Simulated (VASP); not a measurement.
# TiRh3 (Pm-3m) in VASP: further runs, part 3 of 3

VASP 6.6.1. The steps go on from the part before.

### Step 5. Electric field gradients, LDA (14.10 Å³/atom)

This run uses another cell than the first one, of 14.10 Å³/atom.

INCAR reads:

```
  PREC = Accurate
  ENCUT = 520
  EDIFF = 1E-8
  ISMEAR = -1
  SIGMA = 0.03
  LREAL = False
  LASPH = True
  NELM = 100
  ALGO = Normal
  ISIF = 2
  LWAVE = False
  LCHARG = False
  GGA = CA
  LEFG = True
  NBANDS = 36
```

KPOINTS reads:

```
Automatic mesh
0
Gamma
  10 10 10
```

POSCAR reads:

```
TiRh3
1.0
    3.8346977677      0.0000000000      0.0000000000
    0.0000000000      3.8346977677      0.0000000000
    0.0000000000      0.0000000000      3.8346977677
Ti Rh
1 3
Direct
    0.0000000000      0.0000000000      0.0000000000
    0.0000000000      0.5000000000      0.5000000000
    0.5000000000      0.0000000000      0.5000000000
    0.5000000000      0.5000000000      0.0000000000
```

Potentials or basis: VASP PAW LDA potentials, release 64 (Ti_sv, Rh_pv).

On the command line:

```
cat potpaw_LDA.64/Ti_sv/POTCAR potpaw_LDA.64/Rh_pv/POTCAR > POTCAR
mpirun -np 1 vasp_std > vasp.out
```

OUTCAR:

```text
PREC = Accurate
   ENCUT = 520
   EDIFF = 1E-8
   ISMEAR = -1
   LREAL = False
   LASPH = True
   NELM = 100
   ISIF = 2
   GGA = CA

 ion  position               nearest neighbor table
   1  0.000  0.000  0.000-   2 2.71   3 2.71   4 2.71   2 2.71   3 2.71   2 2.71   4 2.71   2 2.71
                             3 2.71   4 2.71   3 2.71   4 2.71
   2  0.000  0.500  0.500-   1 2.71   3 2.71   4 2.71   1 2.71   4 2.71   1 2.71   3 2.71   1 2.71
                             3 2.71   4 2.71   4 2.71   3 2.71
   3  0.500  0.000  0.500-   1 2.71   2 2.71   4 2.71   1 2.71   4 2.71   2 2.71   4 2.71   4 2.71
                             1 2.71   2 2.71   1 2.71   2 2.71
   4  0.500  0.500  0.000-   1 2.71   2 2.71   3 2.71   2 2.71   3 2.71   1 2.71   3 2.71   3 2.71
                             1 2.71   2 2.71   2 2.71   1 2.71

  LATTYP: Found a simple cubic cell.
 ALAT       =     3.8346977677

  Lattice vectors:

 A1 = (   3.8346977677,   0.0000000000,   0.0000000000)
 A2 = (   0.0000000000,   3.8346977677,   0.0000000000)
 A3 = (   0.0000000000,   0.0000000000,   3.8346977677)

Analysis of symmetry for initial positions (statically):
=====================================================================
 Subroutine PRICEL returns:
 Original cell was already a primitive cell.

 Routine SETGRP: Setting up the symmetry group for a
 simple cubic supercell.

 Subroutine GETGRP returns: Found 48 space group operations
 (whereof 48 operations were pure point group operations)
 out of a pool of 48 trial point group operations.

The static configuration has the point symmetry O_h .

Analysis of symmetry for dynamics (positions and initial velocities):
=====================================================================
[... 1111 lines left out ...]
  --------------------------------------------------------------------------------------
  -------------------------------------------------------------------------------------
  Total       -4.1685315     -4.1685315     -4.1685315      0.0000000     -0.0000000      0.0000000
  in kB     -118.4405034   -118.4405034   -118.4405034      0.0000000     -0.0000000      0.0000000
  external PRESSURE =    -118.4405034 kB  Pullay stress =       0.0000000 kB

 VOLUME and BASIS-vectors are now :
 -----------------------------------------------------------------------------
  energy-cutoff  :      520.00
  volume of cell :       56.39
      direct lattice vectors                 reciprocal lattice vectors
     3.834697768  0.000000000  0.000000000     0.260776744  0.000000000  0.000000000
     0.000000000  3.834697768  0.000000000     0.000000000  0.260776744  0.000000000
     0.000000000  0.000000000  3.834697768     0.000000000  0.000000000  0.260776744

 POSITION                                       TOTAL-FORCE (eV/Angst)
 -----------------------------------------------------------------------------------
      0.00000      0.00000      0.00000         0.000000      0.000000      0.000000
      0.00000      1.91735      1.91735         0.000000      0.000000      0.000000
      1.91735      0.00000      1.91735         0.000000      0.000000      0.000000
      1.91735      1.91735      0.00000         0.000000      0.000000      0.000000
 -----------------------------------------------------------------------------------
    total drift:                                0.000000      0.000000     -0.000000

  FREE ENERGIE OF THE ION-ELECTRON SYSTEM (eV)
  ---------------------------------------------------
  free  energy   TOTEN  =       -37.1162012450 eV

  energy  without entropy=      -37.1043083117  energy(sigma->0) =      -37.11025478

 Electric field gradients (V/A^2)
---------------------------------------------------------------------
 ion       V_xx      V_yy      V_zz      V_xy      V_xz      V_yz
---------------------------------------------------------------------
   1       0.000     0.000    -0.000    -0.000     0.000    -0.000
   2     -31.585    15.793    15.793     0.000     0.000     0.000
   3      15.793   -31.585    15.793     0.000    -0.000     0.000
   4      15.793    15.793   -31.585     0.000    -0.000     0.000
---------------------------------------------------------------------

 Electric field gradients after diagonalization (V/A^2)
 (convention: |V_zz| > |V_xx| > |V_yy|)
----------------------------------------------------------------------
 ion       V_xx      V_yy      V_zz     asymmetry (V_yy - V_xx)/ V_zz
----------------------------------------------------------------------
   1       0.000     0.000    -0.000       0.366
   2      15.793    15.793   -31.585       0.000
   3      15.793    15.793   -31.585       0.000
   4      15.793    15.793   -31.585       0.000
----------------------------------------------------------------------

           NMR quadrupolar parameters

 Cq : quadrupolar parameter    Cq=e*Q*V_zz/h
 eta: asymmetry parameters     (V_yy - V_xx)/ V_zz
 Q  : nuclear electric quadrupole moment in mb (millibarn)
----------------------------------------------------------------------
 ion       Cq(MHz)       eta       Q (mb)
----------------------------------------------------------------------
   1      -0.000       0.366       1.000
   2      -0.076       0.000       1.000
   3      -0.076       0.000       1.000
   4      -0.076       0.000       1.000
----------------------------------------------------------------------
```

stdout:

```text
POSCAR found type information on POSCAR TiRh
 POSCAR found :  2 types and       4 ions
 scaLAPACK will be used
 LDA part: xc-table for (Slater(with rela. corr.)+CA(PZ))
 , standard interpolation
 POSCAR, INCAR and KPOINTS ok, starting setup
 FFT: planning ... GRIDC
 FFT: planning ... GRID_SOFT
 FFT: planning ... GRID
 WAVECAR not read
 entering main loop
ion   1

ion   2

ion   3

ion   4
```

It took 2.2 min on 1 thread of Intel Xeon Platinum 8259CL at 2.50GHz (Skylake/Cascade Lake), shared host; peak memory 0.21 GiB.

Results:

- Free energy: -37.1162 eV
- Pressure: -11.8 GPa
- Band gap on the k mesh: zero (an odd number of electrons rules out a gap without spin polarisation)
- Largest electric field gradient by atom: Ti +0.0; Rh -31.6 V/Å²

Levels at points of the mesh, in eV from the Fermi level:
| k point | band 27 | band 28 | band 29 | band 30 | band 31 | band 32 |
| --- | --- | --- | --- | --- | --- | --- |
| (0.00, 0.00, 0.00) | 1.30 | 1.30 | 1.30 | 2.64 | 2.64 | 3.29 |
| (0.50, 0.00, 0.00) | -1.07 | -0.88 | 0.12 | 1.06 | 1.06 | 1.30 |
| (0.50, 0.50, 0.00) | -1.47 | -1.10 | -0.74 | -0.71 | 1.45 | 1.45 |
| (0.50, 0.50, 0.50) | 0.88 | 0.88 | 1.04 | 1.13 | 1.13 | 1.13 |

Electric field gradients, principal values (V/Å²):
| atom | least | middle | greatest (by size) |
| --- | --- | --- | --- |
| 1 Ti | 0.000 | 0.000 | 0.000 |
| 2 Rh | 15.793 | 15.793 | -31.585 |
| 3 Rh | 15.793 | 15.793 | -31.585 |
| 4 Rh | 15.793 | 15.793 | -31.585 |

Caveat: the cell stands under tension; without QUAD_EFG the Cq values of the log hold for a quadrupole moment of 1 mb, not for the nuclei.

### Step 6. Electric field gradients, LDA (14.10 Å³/atom)

This run uses another cell than the first one, of 14.10 Å³/atom.

INCAR reads:

```
PREC = Accurate
ENCUT = 520
EDIFF = 1E-8
ISMEAR = -1
SIGMA = 0.03
LREAL = False
LASPH = True
NELM = 60
ALGO = Normal
ISIF = 2
LWAVE = False
LCHARG = False
LEFG = True
NBANDS = 36
```

KPOINTS reads:

```
regular mesh
0
Gamma
  10 10 10
```

POSCAR is that of step 5.

Potentials or basis: VASP PAW LDA potentials, release 64 (Ti_sv, Rh_pv).

On the command line:

```
cat potpaw_LDA.64/Ti_sv/POTCAR potpaw_LDA.64/Rh_pv/POTCAR > POTCAR
mpirun -np 1 vasp_std > vasp.out
```

OUTCAR:

```text
PREC = Accurate
   ENCUT = 520
   EDIFF = 1E-8
   ISMEAR = -1
   LREAL = False
   LASPH = True
   NELM = 60
   ISIF = 2

 ion  position               nearest neighbor table
   1  0.000  0.000  0.000-   2 2.71   3 2.71   4 2.71   2 2.71   3 2.71   2 2.71   4 2.71   2 2.71
                             3 2.71   4 2.71   3 2.71   4 2.71
   2  0.000  0.500  0.500-   1 2.71   3 2.71   4 2.71   1 2.71   4 2.71   1 2.71   3 2.71   1 2.71
                             3 2.71   4 2.71   4 2.71   3 2.71
   3  0.500  0.000  0.500-   1 2.71   2 2.71   4 2.71   1 2.71   4 2.71   2 2.71   4 2.71   4 2.71
                             1 2.71   2 2.71   1 2.71   2 2.71
   4  0.500  0.500  0.000-   1 2.71   2 2.71   3 2.71   2 2.71   3 2.71   1 2.71   3 2.71   3 2.71
                             1 2.71   2 2.71   2 2.71   1 2.71

  LATTYP: Found a simple cubic cell.
 ALAT       =     3.8346977677

  Lattice vectors:

 A1 = (   3.8346977677,   0.0000000000,   0.0000000000)
 A2 = (   0.0000000000,   3.8346977677,   0.0000000000)
 A3 = (   0.0000000000,   0.0000000000,   3.8346977677)

Analysis of symmetry for initial positions (statically):
=====================================================================
 Subroutine PRICEL returns:
[... 1144 lines left out ...]
      1.91735      1.91735      0.00000         0.000000      0.000000      0.000000
 -----------------------------------------------------------------------------------
    total drift:                                0.000000      0.000000     -0.000000

  FREE ENERGIE OF THE ION-ELECTRON SYSTEM (eV)
  ---------------------------------------------------
  free  energy   TOTEN  =       -37.1162012450 eV

  energy  without entropy=      -37.1043083117  energy(sigma->0) =      -37.11025478

 Electric field gradients (V/A^2)
---------------------------------------------------------------------
 ion       V_xx      V_yy      V_zz      V_xy      V_xz      V_yz
---------------------------------------------------------------------
   1       0.000     0.000    -0.000    -0.000     0.000    -0.000
   2     -31.585    15.793    15.793     0.000     0.000     0.000
   3      15.793   -31.585    15.793     0.000    -0.000     0.000
   4      15.793    15.793   -31.585     0.000    -0.000     0.000
---------------------------------------------------------------------

 Electric field gradients after diagonalization (V/A^2)
 (convention: |V_zz| > |V_xx| > |V_yy|)
----------------------------------------------------------------------
 ion       V_xx      V_yy      V_zz     asymmetry (V_yy - V_xx)/ V_zz
----------------------------------------------------------------------
   1       0.000     0.000    -0.000       0.366
   2      15.793    15.793   -31.585       0.000
   3      15.793    15.793   -31.585       0.000
   4      15.793    15.793   -31.585       0.000
----------------------------------------------------------------------

           NMR quadrupolar parameters

 Cq : quadrupolar parameter    Cq=e*Q*V_zz/h
 eta: asymmetry parameters     (V_yy - V_xx)/ V_zz
 Q  : nuclear electric quadrupole moment in mb (millibarn)
----------------------------------------------------------------------
 ion       Cq(MHz)       eta       Q (mb)
----------------------------------------------------------------------
   1      -0.000       0.366       1.000
   2      -0.076       0.000       1.000
   3      -0.076       0.000       1.000
   4      -0.076       0.000       1.000
----------------------------------------------------------------------
```

OSZICAR:

```text
N       E                     dE             d eps       ncg     rms          rms(c)
DAV:   1     0.751125917727E+03    0.75113E+03   -0.33050E+04  4032   0.189E+03
DAV:   2     0.352740815344E+01   -0.74760E+03   -0.73013E+03  4152   0.586E+02
DAV:   3    -0.388588166463E+02   -0.42386E+02   -0.40295E+02  5348   0.139E+02
DAV:   4    -0.404761258087E+02   -0.16173E+01   -0.16024E+01  5156   0.233E+01
DAV:   5    -0.405057743525E+02   -0.29649E-01   -0.29638E-01  4792   0.314E+00    0.185E+01
DAV:   6    -0.377687333248E+02    0.27370E+01   -0.11743E+01  5172   0.266E+01    0.903E+00
DAV:   7    -0.379289554435E+02   -0.16022E+00   -0.10525E+01  5152   0.214E+01    0.699E+00
DAV:   8    -0.371268948808E+02    0.80206E+00   -0.15558E+00  5556   0.875E+00    0.186E+00
DAV:   9    -0.371395450350E+02   -0.12650E-01   -0.23211E-01  5540   0.255E+00    0.161E+00
DAV:  10    -0.371179913463E+02    0.21554E-01   -0.13339E-01  4964   0.250E+00    0.316E-01
DAV:  11    -0.371165674486E+02    0.14239E-02   -0.10977E-02  5220   0.707E-01    0.189E-01
DAV:  12    -0.371162019425E+02    0.36551E-03   -0.87893E-04  5204   0.201E-01    0.404E-02
DAV:  13    -0.371162046647E+02   -0.27222E-05   -0.60473E-05  4512   0.538E-02    0.186E-02
DAV:  14    -0.371162015258E+02    0.31389E-05   -0.18690E-05  4916   0.295E-02    0.475E-03
DAV:  15    -0.371162013344E+02    0.19134E-06   -0.61722E-07  4512   0.619E-03    0.367E-03
DAV:  16    -0.371162012499E+02    0.84554E-07   -0.26671E-07  4908   0.277E-03    0.655E-04
DAV:  17    -0.371162012450E+02    0.48785E-08   -0.23158E-08  3352   0.913E-04
   1 F= -.37116201E+02 E0= -.37110255E+02  d E =-.118929E-01
```

stdout:

```text
POSCAR found type information on POSCAR TiRh
 POSCAR found :  2 types and       4 ions
 scaLAPACK will be used
 LDA part: xc-table for (Slater(with rela. corr.)+CA(PZ))
 , standard interpolation
 POSCAR, INCAR and KPOINTS ok, starting setup
 FFT: planning ... GRIDC
 FFT: planning ... GRID_SOFT
 FFT: planning ... GRID
 WAVECAR not read
 entering main loop
ion   1

ion   2

ion   3

ion   4
```

Wall time 2 min (1 thread of Intel Xeon Platinum 8259CL at 2.50GHz (Skylake/Cascade Lake), shared host); peak memory 0.21 GiB.

What came out:

```
Free energy                             : -37.1162 eV
Pressure                                : -11.8 GPa
Band gap on the k mesh                  : zero (an odd number of electrons rules out a gap without spin polarisation)
Largest electric field gradient by atom : Ti +0.0; Rh -31.6 V/Å²
```

Electric field gradients, principal values (V/Å²):
```csv
atom,least,middle,greatest (by size)
1 Ti,0.000,0.000,0.000
2 Rh,15.793,15.793,-31.585
3 Rh,15.793,15.793,-31.585
4 Rh,15.793,15.793,-31.585
```

Caveat: the cell stands under tension; without QUAD_EFG the Cq values of the log hold for a quadrupole moment of 1 mb, not for the nuclei.

### Step 7. Summary

| cell | gap on the mesh (eV) | pressure (GPa) |
| --- | --- | --- |
| a = 3.809 Å, 4 atoms | none | -7.2 |
| a = 3.847 Å, 4 atoms | none | -13.9 |
| a = 3.897 Å, 4 atoms | none | -21.2 |
| a = 3.835 Å, 4 atoms | none | -11.8 |

Alike in all rows: task electric field gradients; level LDA; potentials or basis VASP PAW LDA potentials, release 64 (Ti_sv, Rh_pv); no spin polarisation; k mesh 10 × 10 × 10; cutoff (eV) 520; smearing fermi-dirac 0.03 eV.

Caveats: the cell stands under tension.

Absolute energies hang on the potentials; compare differences alone.
